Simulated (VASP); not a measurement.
Crystal: SrCl2.

```xyz
3
Lattice="0.0000 3.4884 3.4884 3.4884 0.0000 3.4884 3.4884 3.4884 0.0000" Properties=species:S:1:pos:R:3 pbc="T T T"
Sr    0.0000    0.0000    0.0000
Cl    5.2325    5.2325    5.2325
Cl    1.7442    1.7442    1.7442
```

Base run:

* Program: VASP 6.6.1
* Functional: r2SCAN
* Potentials or basis: VASP PAW PBE potentials, release 64 (Sr_sv, Cl)
* Cutoff: 520 eV
* k mesh: 6 × 6 × 6
* Occupations: gaussian, width 0.01 eV
* Spin: no spin polarisation

Its results: band gap on the k mesh 5.97 eV (least direct gap 5.99 eV); pressure 0.3 GPa.

Q: The run is repeated on the same cell with these changes: functional from r2SCAN to LDA; potentials or basis from VASP PAW PBE potentials, release 64 (Sr_sv, Cl) to VASP PAW LDA potentials, release 64 (Sr_sv, Cl). What comes out?

A: Band gap on the k mesh 4.89 eV (least direct gap 5.15 eV); pressure -2.7 GPa.

Caveats: the PAW data sets were made with another functional, which shifts forces and pressure a little (at least some runs).

A k mesh can miss the band edges.
